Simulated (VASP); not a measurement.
# CaO (Fm-3m) in VASP: further runs

The runs below take CaO through phonons, with r2SCAN.

Program: VASP 6.6.1. These are calculated values, not measurements. Logs are shortened: lines on timing, memory, paths and dates and some standing lists are left out, and cuts for length are marked.

### Step 1. The cell of the first run

The structure is cubic, space group Fm-3m (No. 225). Conventional cell: a = 4.795 Å, b = 4.795 Å, c = 4.795 Å, α = 90.00°, β = 90.00°, γ = 90.00°. Within 3.2 Å of Ca (site symmetry m-3m) lie 6 O at 2.40 Å. O (site symmetry m-3m) has 6 Ca at 2.40 Å within 3.2 Å.

### Step 2. Phonons, r2SCAN

File INCAR:

```
PREC     = Accurate       # precision mode
ENCUT    = 520            # plane-wave cutoff, eV
EDIFF    = 1E-8           # SCF threshold, eV
ISMEAR   = 0              # smearing method
SIGMA    = 0.01           # smearing width, eV
LREAL    = False          # projectors in reciprocal space
LASPH    = True           # aspherical terms in the spheres
NELM     = 100            # most SCF steps
ALGO     = Normal         # electronic algorithm
ISIF     = 2              # what is computed and relaxed
LWAVE    = False          # write WAVECAR
LCHARG   = False          # write CHGCAR
METAGGA  = R2SCAN         # meta-GGA
LMIXTAU  = True         
IBRION   = 6              # ionic algorithm
NFREE    = 2            
POTIM    = 0.015          # step
NSW      = 1              # ionic steps
```

File KPOINTS:

```
Automatic mesh
0
Gamma
  8 8 8
```

File POSCAR:

```
CaO
1.0
    2.3974414048      2.3974414048      0.0000000000
   -2.3974414048      2.3974414048      0.0000000000
    0.0000000000      2.3974414048      2.3974414048
Ca O
1 1
Direct
    0.0000000000      0.0000000000      0.0000000000
    0.5000000000      0.5000000000      0.0000000000
```

Potentials or basis: VASP PAW PBE potentials, release 64 (Ca_sv, O).

The run is started by

```bash
> cat potpaw_PBE.64/Ca_sv/POTCAR potpaw_PBE.64/O/POTCAR > POTCAR
> mpirun -np 1 vasp_std > vasp.out
```

OUTCAR:

```text
PREC = Accurate
   ENCUT = 520
   EDIFF = 1E-8
   ISMEAR = 0
   LREAL = False
   LASPH = True
   NELM = 100
   ISIF = 2
   METAGGA = R2SCAN
   IBRION = 6
   NFREE = 2
   POTIM = 0.015
   NSW = 1

 ion  position               nearest neighbor table
   1  0.000  0.000  0.000-   2 2.40   2 2.40   2 2.40   2 2.40   2 2.40   2 2.40
   2  0.500  0.500  0.000-   1 2.40   1 2.40   1 2.40   1 2.40   1 2.40   1 2.40

  LATTYP: Found a face centered cubic cell.
 ALAT       =     4.7948828096

  Lattice vectors:

 A1 = (   0.0000000000,   2.3974414048,   2.3974414048)
 A2 = (   2.3974414048,   0.0000000000,   2.3974414048)
 A3 = (   2.3974414048,   2.3974414048,   0.0000000000)

Analysis of symmetry for initial positions (statically):
=====================================================================
 Subroutine PRICEL returns:
 Original cell was already a primitive cell.

 Routine SETGRP: Setting up the symmetry group for a
 face centered cubic supercell.

 Subroutine GETGRP returns: Found 48 space group operations
 (whereof 48 operations were pure point group operations)
 out of a pool of 48 trial point group operations.

The static configuration has the point symmetry O_h .

Analysis of symmetry for dynamics (positions and initial velocities):
=====================================================================
 Subroutine PRICEL returns:
 Original cell was already a primitive cell.

 Routine SETGRP: Setting up the symmetry group for a
 face centered cubic supercell.

 Subroutine GETGRP returns: Found 48 space group operations
 (whereof 48 operations were pure point group operations)
 out of a pool of 48 trial point group operations.

The dynamic configuration has the point symmetry O_h .

 Subroutine INISYM returns: Found 48 space group operations
 (whereof 48 operations are pure point group operations),
 and found     1 'primitive' translations

----------------------------------------------------------------------------------------

                                     Primitive cell

  volume of cell :      27.5597

  direct lattice vectors                    reciprocal lattice vectors
     2.397441405  2.397441405  0.000000000     0.208555671  0.208555671 -0.208555671
    -2.397441405  2.397441405  0.000000000    -0.208555671  0.208555671 -0.208555671
     0.000000000  2.397441405  2.397441405     0.000000000  0.000000000  0.417111341

  length of vectors
     3.390494150  3.390494150  3.390494150     0.361229018  0.361229018  0.417111341

  position of ions in fractional coordinates (direct lattice)
     0.000000000  0.000000000  0.000000000
     0.500000000  0.500000000  0.000000000

  ion indices of the primitive-cell ions
   primitive index   ion index
                 1           1
                 2           2

----------------------------------------------------------------------------------------

 KPOINTS: Automatic mesh

Automatic generation of k-mesh.
 Grid dimensions read from file:
 generate k-points for:    8    8    8

 Generating k-lattice:

  Cartesian coordinates                     Fractional coordinates (reciprocal lattice)
     0.026069459  0.026069459 -0.026069459     0.125000000  0.000000000  0.000000000
    -0.026069459  0.026069459 -0.026069459     0.000000000  0.125000000  0.000000000
     0.000000000  0.000000000  0.052138918     0.000000000  0.000000000  0.125000000

  Length of vectors
     0.045153627  0.045153627  0.052138918

  Shift w.r.t. Gamma in fractional coordinates (k-lattice)
     0.000000000  0.000000000  0.000000000

 Subroutine IBZKPT returns following result:
 ===========================================

 Found     29 irreducible k-points:

 Following reciprocal coordinates:
            Coordinates               Weight
  0.000000  0.000000  0.000000      1.000000
  0.125000  0.000000  0.000000      8.000000
  0.250000  0.000000  0.000000      8.000000
  0.375000  0.000000  0.000000      8.000000
  0.500000  0.000000  0.000000      4.000000
  0.125000  0.125000  0.000000     12.000000
[... 16 lines left out ...]
  0.375000  0.250000  0.125000     48.000000
  0.500000  0.250000  0.125000     24.000000
 [... further k-points ...]
   k-points           NKPTS =     29   k-points in BZ     NKDIM =     29   number of bands    NBANDS=     12
   number of dos      NEDOS =    301   number of ions     NIONS =      2
   total plane-waves  NPLWV =  21952
   dimension x,y,z NGX =    28 NGY =   28 NGZ =   28
   dimension x,y,z NGXF=    56 NGYF=   56 NGZF=   56
   ions per type =               1   1
   NGX,Y,Z   is equivalent  to a cutoff of  13.73, 13.73, 13.73 a.u.
   NGXF,Y,Z  is equivalent  to a cutoff of  27.46, 27.46, 27.46 a.u.
 SYSTEM =  unknown system
   PREC   = accura    normal or accurate (medium, high low for compatibility)
   ISTART =      0    job   : 0-new  1-cont  2-samecut
   ICHARG =      2    charge: 1-file 2-atom 10-const
   ISPIN  =      1    spin polarized calculation?
   LNONCOLLINEAR =      F non collinear calculations
   LSORBIT =      F    spin-orbit coupling
   LASPH  =      T    aspherical Exc in radial PAW
   ENCUT  =  520.0 eV  38.22 Ry    6.18 a.u.   6.30  6.30  6.30*2*pi/ulx,y,z
   NELM   =    100;   NELMIN=  2; NELMDL= -5     # of ELM steps
   EDIFF  = 0.1E-07   stopping-criterion for ELM
   LREAL  =      F    real-space projection
   EDIFFG = 0.1E-06   stopping-criterion for IOM
   NSW    =     61    number of steps for IOM
   IBRION =      6    ionic relax: 0-MD 1-quasi-New 2-CG
   NFREE  =      2    steps in history (QN), initial steepest desc. (CG)
   ISIF   =      2    stress and relaxation
   ISYM   =      2    0-nonsym 1-usesym 2-fastsym
   POTIM  = 0.0150    time-step for ionic-motion
   TEBEG  =    0.0;   TEEND  =   0.0 temperature during run
   PSTRESS=    0.0 pullay stress
   NELECT =      16.0000    total number of electrons
   NUPDOWN=      -1.0000    fix difference up-down
   EMIN   =  10.00;   EMAX   =-10.00  energy-range for DOS
   EFERMI =   0.00;   METHOD = LEGACY
   ISMEAR =     0;   SIGMA  =   0.01  broadening in eV -4-tet -1-fermi 0-gaus
   EFERMI_NEDOS =   21; number of points for ismear=-14 and -15
   IALGO  =     38    algorithm
   IMIX   =      4    mixing-type and parameters
     AMIX     =   0.40;   BMIX     =  1.00
     AMIX_MAG =   1.60;   BMIX_MAG =  1.00
  volume/ion in A,a.u.               =      13.78        92.99
  Fermi-wavevector in a.u.,A,eV,Ry     =   1.365705  2.580808 25.376900  1.865150
  Thomas-Fermi vector in A             =   2.491910
   LORBIT       =      0    0 simple, 1 ext, 2 COOP (PROOUT), +10 PAW based schemes
   METAGGA = R2SCAN    functional components
   LHFCALC =     F    Hartree Fock is set to
   AEXX    =    0.0000 exact exchange contribution
   IVDW    =     0    specifies the selected vdW correction
   LEPSILON=     F    determine dielectric tensor
   LRPA    =     F    only Hartree local field effects (RPA)
 finite differences with symmetry
 non-spin polarized calculation
 Gauss-broadening in eV      SIGMA  =   0.01
  energy-cutoff  :      520.00
  volume of cell :       27.56
 maximum number of plane-waves:       754
 NGX is ok and might be reduce to    28
   NGX = 13   NGY = 13   NGZ = 13

--------------------------------------- Ionic step        1  -------------------------------------------

 number of electron      15.9999997 magnetization

 Free energy of the ion-electron system (eV)
  ---------------------------------------------------
  ext. energy  EPLUGINS =         0.00000000
  ---------------------------------------------------
  free energy    TOTEN  =       -19.45302499 eV

  energy without entropy =      -19.45302499  energy(sigma->0) =      -19.45302499

------------------------ aborting loop because EDIFF is reached ----------------------------------------

  FORCE on cell =-STRESS in cart. coord.  units (eV):
  Direction    XX          YY          ZZ          XY          YZ          ZX
  --------------------------------------------------------------------------------------
  -------------------------------------------------------------------------------------
  Total        0.1849487      0.1849487      0.1849487      0.0000000     -0.0000000      0.0000000
  in kB       10.7519644     10.7519644     10.7519644      0.0000000     -0.0000000      0.0000000
  external PRESSURE =      10.7519644 kB  Pullay stress =       0.0000000 kB
[... 129 lines left out ...]
  energy  without entropy=      -19.4526114953  energy(sigma->0) =      -19.45261150

--------------------------------------- Ionic step        5  -------------------------------------------

 number of electron      15.9999999 magnetization

 Free energy of the ion-electron system (eV)
  ---------------------------------------------------
  ext. energy  EPLUGINS =         0.00000000
  ---------------------------------------------------
  free energy    TOTEN  =       -19.45261150 eV

  energy without entropy =      -19.45261150  energy(sigma->0) =      -19.45261150

 E-fermi :   2.1996     XC(G=0): -11.1124

 val. band max:        2.0548756562   @ k =   0.0000   0.0000   0.0000
 cond. band min:       6.2424028910   @ k =   0.5000   0.5000   0.0000
 fundamental gap:      4.1875272348
 Fermi energy:         2.1996312393

 k-point     1 :       0.0000    0.0000    0.0000
  band No.  band energies     occupation
      1     -36.9698      2.00000
      2     -16.8568      2.00000
      3     -16.8565      2.00000
      4     -16.8565      2.00000
      5     -14.4314      2.00000
      6       2.0549      2.00000
      7       2.0549      2.00000
      8       2.0549      2.00000
      9       7.5448      0.00000
     10       8.9267      0.00000
     11       8.9277      0.00000
     12       8.9277      0.00000
[... 331 lines left out ...]
 k-point    24 :       0.5000    0.2500    0.1250
  band No.  band energies     occupation
      1     -36.8489      2.00000
      2     -17.8432      2.00000
      3     -17.0974      2.00000
      4     -16.9832      2.00000
      5     -13.4314      2.00000
      6       0.0197      2.00000
      7       0.9302      2.00000
      8       0.9936      2.00000
      9       9.4632      0.00000
     10       9.5550      0.00000
     11      11.5504      0.00000
     12      11.7833      0.00000

 [... further k-points ...]
[... 5 lines left out ...]
  --------------------------------------------------------------------------------------
  -------------------------------------------------------------------------------------
  Total        0.1912899      0.1844201      0.1844201      0.0000000      0.0000000      0.0000000
  in kB       11.1206092     10.7212381     10.7212381      0.0000000      0.0000000      0.0000000
  external PRESSURE =      10.8543618 kB  Pullay stress =       0.0000000 kB
[... 17 lines left out ...]
  FREE ENERGIE OF THE ION-ELECTRON SYSTEM (eV)
  ---------------------------------------------------
  free  energy   TOTEN  =       -19.4526114981 eV

  energy  without entropy=      -19.4526114981  energy(sigma->0) =      -19.45261150

 INTERNAL STRAIN TENSORS FROM DISPLACED ATOMS
 ============================================

 INTERNAL STRAIN TENSOR FOR ION    1 for displacements in x,y,z  (eV/Angst):
          X           Y           Z          XY          YZ          ZX
  --------------------------------------------------------------------------------
  x     0.00000     0.00000     0.00000     0.00000     0.00000     0.00000
  y     0.00000     0.00000     0.00000     0.00000     0.00000     0.00000
  z     0.00000     0.00000     0.00000     0.00000     0.00000     0.00000

 INTERNAL STRAIN TENSOR FOR ION    2 for displacements in x,y,z  (eV/Angst):
          X           Y           Z          XY          YZ          ZX
  --------------------------------------------------------------------------------
  x     0.00000     0.00000     0.00000     0.00000     0.00000     0.00000
  y     0.00000     0.00000     0.00000     0.00000     0.00000     0.00000
  z     0.00000     0.00000     0.00000     0.00000     0.00000     0.00000

 Eigenvectors and eigenvalues of the dynamical matrix
 ----------------------------------------------------

   1 f  =    8.936295 THz    56.148396 2PiTHz  298.082705 cm-1    36.957529 meV
             X         Y         Z           dx          dy          dz
      0.000000  0.000000  0.000000    -0.532928    0.000000    0.000000
      0.000000  2.397441  0.000000     0.846161    0.000000    0.000000

   2 f  =    8.936295 THz    56.148396 2PiTHz  298.082705 cm-1    36.957529 meV
             X         Y         Z           dx          dy          dz
      0.000000  0.000000  0.000000     0.000000   -0.532928    0.000000
      0.000000  2.397441  0.000000     0.000000    0.846161    0.000000
[... 11 lines left out ...]
   5 f/i=    0.012923 THz     0.081197 2PiTHz    0.431060 cm-1     0.053445 meV
             X         Y         Z           dx          dy          dz
      0.000000  0.000000  0.000000     0.000000    0.846161    0.000000
      0.000000  2.397441  0.000000     0.000000    0.532928    0.000000

   6 f/i=    0.012923 THz     0.081197 2PiTHz    0.431060 cm-1     0.053445 meV
             X         Y         Z           dx          dy          dz
      0.000000  0.000000  0.000000     0.000000    0.000000    0.846161
      0.000000  2.397441  0.000000     0.000000    0.000000    0.532928

 ELASTIC MODULI CONTR FROM IONIC RELAXATION (kBar)
 Direction    XX          YY          ZZ          XY          YZ          ZX
 --------------------------------------------------------------------------------
 XX           0.0000      0.0000      0.0000      0.0000      0.0000      0.0000
 YY           0.0000      0.0000      0.0000      0.0000      0.0000      0.0000
 ZZ           0.0000      0.0000      0.0000      0.0000      0.0000      0.0000
 XY           0.0000      0.0000      0.0000      0.0000      0.0000      0.0000
 YZ           0.0000      0.0000      0.0000      0.0000      0.0000      0.0000
 ZX           0.0000      0.0000      0.0000      0.0000      0.0000      0.0000
 --------------------------------------------------------------------------------
```

Run time: 3.2 min. Hardware: 1 thread of Intel Xeon 6975P-C (Granite Rapids), shared host; peak memory 0.19 GiB.

What came out:

```
Highest phonon frequency at Γ, LO-TO splitting left out : 298 cm⁻¹
```

Phonon frequencies in cm⁻¹ (negative: imaginary):
```tsv
q point	frequencies
(0.000, 0.000, 0.000)	0 0 0 298 298 298
```

Caveat: the cell wasn't relaxed at this level first, which shifts response properties; the PAW data sets were made with another functional, which shifts forces and pressure a little.

(Part 1 of 2 ends here.)
